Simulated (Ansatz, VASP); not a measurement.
# TaF4 in VASP and in Ansatz

Contents of INCAR:

```
SYSTEM = TaF4
ALGO     = Normal         ! electronic algorithm
EDIFF    = 1E-6           ! SCF threshold, eV
ENCUT    = 520            ! plane-wave cutoff, eV
GGA      = PE             ! functional
GGA_COMPAT= .False.      
ISIF     = 2              ! what is computed and relaxed
ISMEAR   = 0              ! smearing method
ISPIN    = 2              ! spin polarisation
LASPH    = .True.         ! aspherical terms in the spheres
LCHARG   = .False.        ! write CHGCAR
LMAXMIX  = 4              ! l up to which the mixer works
LORBIT   = 11             ! projections on sites
LREAL    = .False.        ! projectors in reciprocal space
LWAVE    = .False.        ! write WAVECAR
MAGMOM   = 1 0 0 0 0      ! initial moments
NBANDS   = 32             ! bands
NELM     = 200            ! most SCF steps
NELMDL   = -8           
PREC     = Accurate       ! precision mode
SIGMA    = 0.01           ! smearing width, eV
```

The input KPOINTS:

```
k-points
0
Gamma
  1 1 1
  0 0 0
```

The input POSCAR:

```
TaF4
1.0
   12.5100000000      0.0000000000      0.0000000000
    0.0000000000     12.5100000000      0.0000000000
    0.0000000000      0.0000000000     10.2900000000
Ta F
1 4
Direct
    0.4999864100      0.4999864100      0.5001370300
    0.6402605900      0.4999864100      0.4373177800
    0.4999864100      0.6402605900      0.5629562700
    0.3597122300      0.4999864100      0.4373177800
    0.4999864100      0.3597122300      0.5629562700
```

Input for Ansatz:

```yaml
crystal:
  lattice:
    - [12.51, 0.0, 0.0]
    - [0.0, 12.51, 0.0]
    - [0.0, 0.0, 10.29]
  atoms:
    - { symbol: Ta, position: [0.49998641, 0.49998641, 0.50013703], spin: 1.0 }
    - { symbol: F, position: [0.64026059, 0.49998641, 0.43731778] }
    - { symbol: F, position: [0.49998641, 0.64026059, 0.56295627] }
    - { symbol: F, position: [0.35971223, 0.49998641, 0.43731778] }
    - { symbol: F, position: [0.49998641, 0.35971223, 0.56295627] }
basis:
  ecutwfc: 420
  ecutrho_ratio: 4
kpoints:
  mp_grid: { grid: [1, 1, 1] }
hamiltonian:
  xc: pbe
scf:
  occupations: { method: gaussian, width: 0.01 }
output:
  forces: true
  eigenvalues: true
  populations: true
magnetization:
  spin_polarized: true
```

Alike in both runs: task single point; functional PBE; k mesh 1 × 1 × 1; occupations gaussian, width 0.01 eV; collinear spin.

|  | VASP | Ansatz |
| --- | --- | --- |
| version | VASP 6.6.1 | Ansatz 0.2.0 |
| potentials or method | VASP PAW PBE potentials, release 64 (Ta_sv_GW, F), cutoff 520 eV | scalar-relativistic, plane waves, PAW |
| valence electrons in the cell | 41 | 41 |

Ansatz gave:

```
gap on the k mesh at the Fermi level (eV)                     : 1.56
rms of the force components (eV/Å)                            : 0.010
net moment per atom (μB)                                      : 0.20
size of the moment on the site where the two differ most (μB) : 0.24
```

Q: Estimate VASP's values.

A: gap on the k mesh at the Fermi level (eV): 1.56; rms of the force components (eV/Å): 0.097; net moment per atom (μB): 0.20; size of the moment on the site where the two differ most (μB): 0.86.

Site moments also hang on the region over which each program counts them. Atom by atom the forces differ by 0.087 eV/Å (rms over components).

Spin-orbit coupling is off throughout.
